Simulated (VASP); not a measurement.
# Ru in VASP: further runs

Runs on Ru. Level: r2SCAN. Tasks: single point.

Everything below comes from runs of VASP 6.6.1. Logs are shortened: lines on timing, memory, paths and dates and some standing lists are left out, and cuts for length are marked.

**1. The cell of the first run**

The cell holds a slab with vacuum, 3 atoms: a = 2.703 Å, b = 2.703 Å, c = 20.264 Å, α = 90.00°, β = 90.00°, γ = 120.00°.

**2. Single point, r2SCAN**

File POSCAR:

```
Ru
1.0
    2.7028907931      0.0000000000      0.0000000000
   -1.3514453966      2.3407720905      0.0000000000
    0.0000000000      0.0000000000     20.2644000000
Ru
3
Direct
    0.0000000000      0.0000000000      0.3986528282
    0.3333333333      0.6666666667      0.5000000178
    0.0000000000      0.0000000000      0.6013471541
```

File INCAR.step1:

```
ALGO = Normal
DIPOL = 0.5 0.5 0.500
EDIFF = 1E-4
ENCUT = 520
GGA = PE
IDIPOL = 3
ISMEAR = -1
LASPH = True
LCHARG = False
LDIPOL = True
LREAL = False
LWAVE = True
NBANDS = 28
NELM = 100
PREC = Accurate
SIGMA = 0.05
```

File INCAR.step2:

```
ALGO = Normal
DIPOL = 0.5 0.5 0.500
EDIFF = 1E-6
ENCUT = 520
IDIPOL = 3
ISIF = 2
ISMEAR = -1
ISTART = 1
LASPH = True
LCHARG = True
LDIPOL = True
LELF = True
LMIXTAU = True
LREAL = False
LVACPOTAV = True
LVHAR = True
LWAVE = False
METAGGA = R2SCAN
NBANDS = 28
NELM = 100
PREC = Accurate
SIGMA = 0.05
```

File KPOINTS:

```
k-points
0
Gamma
  15 15 1
```

Potentials or basis: VASP PAW PBE potentials, release 64 (Ru_pv).

Started as:

```bash
> cat potpaw_PBE.64/Ru_pv/POTCAR > POTCAR
> cp INCAR.step1 INCAR
> mpirun -np 1 vasp_std > vasp.out
> cp INCAR.step2 INCAR
> mpirun -np 1 vasp_std > vasp.out
```

OUTCAR:

```text
EDIFF = 1E-6
   ENCUT = 520
   ISIF = 2
   ISMEAR = -1
   ISTART = 1
   LASPH = True
   LREAL = False
   METAGGA = R2SCAN
   NELM = 100
   PREC = Accurate

 ion  position               nearest neighbor table
   1  0.000  0.000  0.399-   2 2.58   2 2.58   2 2.58
   2  0.333  0.667  0.500-   3 2.58   3 2.58   3 2.58   1 2.58   1 2.58   1 2.58
   3  0.000  0.000  0.601-   2 2.58   2 2.58   2 2.58

  LATTYP: Found a hexagonal cell.
 ALAT       =     2.7028907931
 C/A-ratio  =     7.4973062366

  Lattice vectors:

 A1 = (   2.7028907931,   0.0000000000,   0.0000000000)
 A2 = (  -1.3514453966,   2.3407720905,   0.0000000000)
 A3 = (   0.0000000000,   0.0000000000,  20.2644000000)

Analysis of symmetry for initial positions (statically):
=====================================================================
 Subroutine PRICEL returns:
 Original cell was already a primitive cell.

 Routine SETGRP: Setting up the symmetry group for a
 hexagonal supercell.

 Subroutine GETGRP returns: Found 12 space group operations
 (whereof 12 operations were pure point group operations)
 out of a pool of 24 trial point group operations.

The static configuration has the point symmetry D_3h.

Analysis of symmetry for dynamics (positions and initial velocities):
=====================================================================
 Subroutine PRICEL returns:
 Original cell was already a primitive cell.

 Routine SETGRP: Setting up the symmetry group for a
 hexagonal supercell.

 Subroutine GETGRP returns: Found 12 space group operations
 (whereof 12 operations were pure point group operations)
 out of a pool of 24 trial point group operations.

The dynamic configuration has the point symmetry D_3h.

 Subroutine INISYM returns: Found 12 space group operations
 (whereof 12 operations are pure point group operations),
 and found     1 'primitive' translations

----------------------------------------------------------------------------------------

                                     Primitive cell

  volume of cell :     128.2098

  direct lattice vectors                    reciprocal lattice vectors
     2.702890793  0.000000000  0.000000000     0.369974252  0.213604734  0.000000000
    -1.351445397  2.340772090  0.000000000     0.000000000  0.427209468  0.000000000
     0.000000000  0.000000000 20.264400000     0.000000000  0.000000000  0.049347624

  length of vectors
     2.702890793  2.702890793 20.264400000     0.427209468  0.427209468  0.049347624

  position of ions in fractional coordinates (direct lattice)
     0.000000000  0.000000000  0.398652828
     0.333333333  0.666666667  0.500000018
     0.000000000  0.000000000  0.601347154

  ion indices of the primitive-cell ions
   primitive index   ion index
                 1           1
                 2           2
                 3           3

----------------------------------------------------------------------------------------

 KPOINTS: k-points

Automatic generation of k-mesh.
 Grid dimensions read from file:
 generate k-points for:   15   15    1

 Generating k-lattice:

  Cartesian coordinates                     Fractional coordinates (reciprocal lattice)
     0.024664950  0.014240316  0.000000000     0.066666667  0.000000000  0.000000000
     0.000000000  0.028480631  0.000000000     0.000000000  0.066666667  0.000000000
     0.000000000  0.000000000  0.049347624     0.000000000  0.000000000  1.000000000

  Length of vectors
     0.028480631  0.028480631  0.049347624

  Shift w.r.t. Gamma in fractional coordinates (k-lattice)
     0.000000000  0.000000000  0.000000000

 Subroutine IBZKPT returns following result:
 ===========================================

 Found     27 irreducible k-points:

 Following reciprocal coordinates:
            Coordinates               Weight
  0.000000  0.000000  0.000000      1.000000
  0.066667  0.000000  0.000000      6.000000
  0.133333  0.000000  0.000000      6.000000
  0.200000  0.000000  0.000000      6.000000
  0.266667  0.000000  0.000000      6.000000
  0.333333  0.000000  0.000000      6.000000
[... 16 lines left out ...]
  0.333333  0.200000  0.000000     12.000000
  0.400000  0.200000  0.000000      6.000000
 [... further k-points ...]
   k-points           NKPTS =     27   k-points in BZ     NKDIM =     27   number of bands    NBANDS=     28
   number of dos      NEDOS =    301   number of ions     NIONS =      3
   total plane-waves  NPLWV =  64000
   dimension x,y,z NGX =    20 NGY =   20 NGZ =  160
   dimension x,y,z NGXF=    40 NGYF=   40 NGZF=  320
   ions per type =               3
   NGX,Y,Z   is equivalent  to a cutoff of  12.30, 12.30, 13.13 a.u.
   NGXF,Y,Z  is equivalent  to a cutoff of  24.60, 24.60, 26.25 a.u.
 SYSTEM =  unknown system
   PREC   = accura    normal or accurate (medium, high low for compatibility)
   ISTART =      1    job   : 0-new  1-cont  2-samecut
   ICHARG =      0    charge: 1-file 2-atom 10-const
   ISPIN  =      1    spin polarized calculation?
   LNONCOLLINEAR =      F non collinear calculations
   LSORBIT =      F    spin-orbit coupling
   LASPH  =      T    aspherical Exc in radial PAW
   ENCUT  =  520.0 eV  38.22 Ry    6.18 a.u.   5.03  5.03 37.68*2*pi/ulx,y,z
   NELM   =    100;   NELMIN=  2; NELMDL=  0     # of ELM steps
   EDIFF  = 0.1E-05   stopping-criterion for ELM
   LREAL  =      F    real-space projection
   EDIFFG = 0.1E-04   stopping-criterion for IOM
   NSW    =      0    number of steps for IOM
   IBRION =     -1    ionic relax: 0-MD 1-quasi-New 2-CG
   NFREE  =      0    steps in history (QN), initial steepest desc. (CG)
   ISIF   =      2    stress and relaxation
   ISYM   =      2    0-nonsym 1-usesym 2-fastsym
   POTIM  = 0.5000    time-step for ionic-motion
   TEBEG  =    0.0;   TEEND  =   0.0 temperature during run
   PSTRESS=    0.0 pullay stress
   NELECT =      42.0000    total number of electrons
   NUPDOWN=      -1.0000    fix difference up-down
   EMIN   =  10.00;   EMAX   =-10.00  energy-range for DOS
   EFERMI =   0.00;   METHOD = LEGACY
   ISMEAR =    -1;   SIGMA  =   0.05  broadening in eV -4-tet -1-fermi 0-gaus
   EFERMI_NEDOS =   21; number of points for ismear=-14 and -15
   IALGO  =     38    algorithm
   IMIX   =      4    mixing-type and parameters
     AMIX     =   0.40;   BMIX     =  1.00
     AMIX_MAG =   1.60;   BMIX_MAG =  1.00
  volume/ion in A,a.u.               =      42.74       288.40
  Fermi-wavevector in a.u.,A,eV,Ry     =   1.128541  2.132634 17.328455  1.273606
  Thomas-Fermi vector in A             =   2.265232
   LORBIT       =      0    0 simple, 1 ext, 2 COOP (PROOUT), +10 PAW based schemes
   METAGGA = R2SCAN    functional components
   LHFCALC =     F    Hartree Fock is set to
   AEXX    =    0.0000 exact exchange contribution
   IVDW    =     0    specifies the selected vdW correction
   LEPSILON=     F    determine dielectric tensor
   LRPA    =     F    only Hartree local field effects (RPA)
 non-spin polarized calculation
  energy-cutoff  :      520.00
  volume of cell :      128.21
 maximum number of plane-waves:      3491
 NGX is ok and might be reduce to    20
   NGX =  9   NGY =  9   NGZ = 75

 number of electron      41.9999995 magnetization

 dipolmoment           0.000000      0.000000     -0.000000 electrons x Angstroem

 Free energy of the ion-electron system (eV)
  ---------------------------------------------------
  ext. energy  EPLUGINS =         0.00000000
  ---------------------------------------------------
  free energy    TOTEN  =       -74.15557526 eV

  energy without entropy =      -74.14146977  energy(sigma->0) =      -74.14852252

 E-fermi :   0.7564     XC(G=0):  -5.7635

 val. band max:        0.7371467167   @ k =   0.1333   0.0667   0.0000
 cond. band min:       0.8283918959   @ k =   0.4000   0.0000   0.0000
 fundamental gap:      0.0912451792
 Fermi energy:         0.7564067546

 k-point     1 :       0.0000    0.0000    0.0000
  band No.  band energies     occupation
      1     -44.4979      2.00000
      2     -43.7129      2.00000
      3     -43.7129      2.00000
      4     -43.5420      2.00000
      5     -43.2245      2.00000
      6     -42.9912      2.00000
[... 20 lines left out ...]
     27       1.9665      0.00000
     28       1.9962      0.00000

 k-point     2 :       0.0667    0.0000    0.0000
  band No.  band energies     occupation
      1     -44.4869      2.00000
      2     -43.7699      2.00000
      3     -43.7221      2.00000
      4     -43.5157      2.00000
      5     -43.2344      2.00000
      6     -43.0188      2.00000
[... 20 lines left out ...]
     27       2.0080      0.00000
     28       3.1711      0.00000

 k-point     3 :       0.1333    0.0000    0.0000
  band No.  band energies     occupation
      1     -44.4558      2.00000
      2     -43.8989      2.00000
      3     -43.7481      2.00000
      4     -43.4733      2.00000
      5     -43.2693      2.00000
      6     -43.1162      2.00000
[... 20 lines left out ...]
     27       2.4548      0.00000
     28       4.3677      0.00000

 k-point     4 :       0.2000    0.0000    0.0000
  band No.  band energies     occupation
      1     -44.4114      2.00000
      2     -44.0639      2.00000
      3     -43.7861      2.00000
      4     -43.4361      2.00000
      5     -43.3433      2.00000
      6     -43.2605      2.00000
[... 578 lines left out ...]
     27       6.6664      0.00000
     28       9.1645      0.00000

 k-point    23 :       0.3333    0.2000    0.0000
  band No.  band energies     occupation
      1     -44.4878      2.00000
      2     -44.2698      2.00000
      3     -44.1143      2.00000
      4     -43.6616      2.00000
      5     -43.5699      2.00000
      6     -43.3943      2.00000
[... 20 lines left out ...]
     27       7.7943      0.00000
     28       8.6695      0.00000

 k-point    24 :       0.4000    0.2000    0.0000
  band No.  band energies     occupation
      1     -44.5044      2.00000
      2     -44.2651      2.00000
      3     -44.1332      2.00000
      4     -43.6782      2.00000
      5     -43.5751      2.00000
      6     -43.4028      2.00000
[... 20 lines left out ...]
     27       7.8422      0.00000
     28       8.6723      0.00000

 [... further k-points ...]
[... 5 lines left out ...]
  --------------------------------------------------------------------------------------
  -------------------------------------------------------------------------------------
  Total       -2.5069821     -2.5069821      0.3638973      0.0000000     -0.0000000      0.0000000
  in kB      -31.3285598    -31.3285598      4.5474515      0.0000000     -0.0000000      0.0000000
  external PRESSURE =     -19.3698894 kB  Pullay stress =       0.0000000 kB

 VOLUME and BASIS-vectors are now :
 -----------------------------------------------------------------------------
  energy-cutoff  :      520.00
  volume of cell :      128.21
      direct lattice vectors                 reciprocal lattice vectors
     2.702890793  0.000000000  0.000000000     0.369974252  0.213604734  0.000000000
    -1.351445397  2.340772090  0.000000000     0.000000000  0.427209468  0.000000000
     0.000000000  0.000000000 20.264400000     0.000000000  0.000000000  0.049347624

 POSITION                                       TOTAL-FORCE (eV/Angst)
 -----------------------------------------------------------------------------------
      0.00000      0.00000      8.07846        -0.000000     -0.000000     -0.096411
     -0.00000      1.56051     10.13220         0.000000     -0.000000      0.000000
      0.00000      0.00000     12.18594        -0.000000      0.000000      0.096411
 -----------------------------------------------------------------------------------
    total drift:                                0.000000     -0.000000     -0.000016

  FREE ENERGIE OF THE ION-ELECTRON SYSTEM (eV)
  ---------------------------------------------------
  free  energy   TOTEN  =       -74.1555752643 eV

  energy  without entropy=      -74.1414697723  energy(sigma->0) =      -74.14852252

 vacuum level on the upper side and lower side of the slab         5.719         5.719
```

It took 3.9 min on 1 thread of Intel Xeon 6975P-C (Granite Rapids), shared host; peak memory 0.29 GiB.

What came out:

| Property | Result |
| --- | --- |
| Free energy | -74.1556 eV |
| Largest force | 0.096 eV/Å |
| Band gap on the k mesh | zero (band 21 reaches 1.95 eV, above the bottom of band 22 at -0.25 eV) |

Forces in eV/Å, atoms in the order of the input:
```
Ru   0.000  0.000 -0.096
Ru   0.000  0.000  0.000
Ru   0.000  0.000  0.096
```

Levels at points of the mesh, in eV from the Fermi level:
```tsv
k point	band 18	band 19	band 20	band 21	band 22	band 23	band 24	band 25
(0.00, 0.00, 0.00)	-2.40	-2.02	-2.02	-0.82	-0.82	-0.39	0.63	0.63
```

Caveat: the PAW data sets were made with another functional, which shifts forces and pressure a little.

**3. Single point, r2SCAN**

POSCAR is that of step 2.

File INCAR.step1:

```
PREC = Accurate
ENCUT = 520
ISMEAR = -1
SIGMA = 0.05
LREAL = F
LASPH = T
NELM = 100
LDIPOL = T
IDIPOL = 3
DIPOL = 0.5 0.5 0.500
NBANDS = 28
EFIELD = -0.1
GGA = PE
ALGO = Normal
EDIFF = 1E-4
LWAVE = T
LCHARG = F
```

File INCAR.step2:

```
PREC = Accurate
ENCUT = 520
EDIFF = 1E-6
ISMEAR = -1
SIGMA = 0.05
LREAL = F
LASPH = T
NELM = 100
ALGO = Normal
ISIF = 2
LWAVE = F
LCHARG = F
LDIPOL = T
IDIPOL = 3
DIPOL = 0.5 0.5 0.500
METAGGA = R2SCAN
LMIXTAU = T
NBANDS = 28
EFIELD = -0.1
ISTART = 1
```

File KPOINTS:

```
regular mesh
0
Gamma
  15 15 1
```

Potentials or basis: VASP PAW PBE potentials, release 64 (Ru_pv).

Started as:

```bash
> cat potpaw_PBE.64/Ru_pv/POTCAR > POTCAR
> cp INCAR.step1 INCAR
> mpirun -np 1 vasp_std > vasp.out
> cp INCAR.step2 INCAR
> mpirun -np 1 vasp_std > vasp.out
```

It took 4.1 min on 1 thread of Intel Xeon 6975P-C (Granite Rapids), shared host; peak memory 0.28 GiB.

The run converged. Its results:

- Free energy: -74.1569 eV
- Largest force: 0.101 eV/Å
- Band gap on the k mesh: zero (band 21 reaches 1.95 eV, above the bottom of band 22 at -0.25 eV)

Forces on the atoms (eV/Å):
```
Ru   0.000  0.000 -0.101
Ru   0.000  0.000  0.009
Ru   0.000  0.000  0.092
```

Levels at points of the mesh, in eV from the Fermi level:
```
           k point  band 19  band 20  band 21  band 22  band 23  band 24
(0.00, 0.00, 0.00)    -2.02    -2.02    -0.82    -0.82    -0.39     0.63
```

Caveat: the PAW data sets were made with another functional, which shifts forces and pressure a little.

**4. Single point, r2SCAN**

POSCAR is that of step 3.

File INCAR.step1:

```
PREC     = Accurate       # precision mode
ENCUT    = 520            # plane-wave cutoff, eV
ISMEAR   = -1             # smearing method
SIGMA    = 0.05           # smearing width, eV
LREAL    = False          # projectors in reciprocal space
LASPH    = True           # aspherical terms in the spheres
NELM     = 80             # most SCF steps
NBANDS   = 28             # bands
GGA      = PE             # functional
ALGO     = Normal         # electronic algorithm
EDIFF    = 1E-4           # SCF threshold, eV
LWAVE    = True           # write WAVECAR
LCHARG   = False          # write CHGCAR
```

File INCAR.step2:

```
PREC     = Accurate       # precision mode
ENCUT    = 520            # plane-wave cutoff, eV
EDIFF    = 1E-6           # SCF threshold, eV
ISMEAR   = -1             # smearing method
SIGMA    = 0.05           # smearing width, eV
LREAL    = False          # projectors in reciprocal space
LASPH    = True           # aspherical terms in the spheres
NELM     = 80             # most SCF steps
ALGO     = Normal         # electronic algorithm
ISIF     = 2              # what is computed and relaxed
LWAVE    = False          # write WAVECAR
LCHARG   = False          # write CHGCAR
METAGGA  = R2SCAN         # meta-GGA
LMIXTAU  = True         
NBANDS   = 28             # bands
ISTART   = 1
```

KPOINTS is that of step 3.

Started as:

```bash
> cat potpaw_PBE.64/Ru_pv/POTCAR > POTCAR
> cp INCAR.step1 INCAR
> mpirun -np 1 vasp_std > vasp.out
> cp INCAR.step2 INCAR
> mpirun -np 1 vasp_std > vasp.out
```

Run time: 3.9 min. Hardware: 1 thread of Intel Xeon 6975P-C (Granite Rapids), shared host; peak memory 0.28 GiB.

It converged, with:

- Free energy: -74.1556 eV
- Largest force: 0.096 eV/Å
- Band gap on the k mesh: zero (band 21 reaches 1.95 eV, above the bottom of band 22 at -0.25 eV)

Forces in eV/Å, atoms in the order of the input:
```
Ru   0.000  0.000 -0.096
Ru   0.000  0.000  0.000
Ru   0.000  0.000  0.096
```

Levels at points of the mesh, in eV from the Fermi level:
```
           k point  band 19  band 20  band 21  band 22  band 23  band 24
(0.00, 0.00, 0.00)    -2.02    -2.02    -0.82    -0.82    -0.39     0.63
```

Caveat: the PAW data sets were made with another functional, which shifts forces and pressure a little.

**5. Summary**

```csv
dipole correction,electric field (eV/Å),gap on the mesh (eV),largest force (eV/Å)
yes,-,none,0.10
yes,0.1,none,0.10
no,-,none,0.10
```

Alike in all rows: task single point; level r2SCAN; potentials or basis VASP PAW PBE potentials, release 64 (Ru_pv); no spin polarisation; cell as given; k mesh 15 × 15 × 1; cutoff (eV) 520; smearing fermi-dirac 0.05 eV.

Every run on the cell as given and a fine mesh finds a metal.

Caveats: the PAW data sets were made with another functional, which shifts forces and pressure a little.

Absolute energies hang on the potentials; compare differences alone.
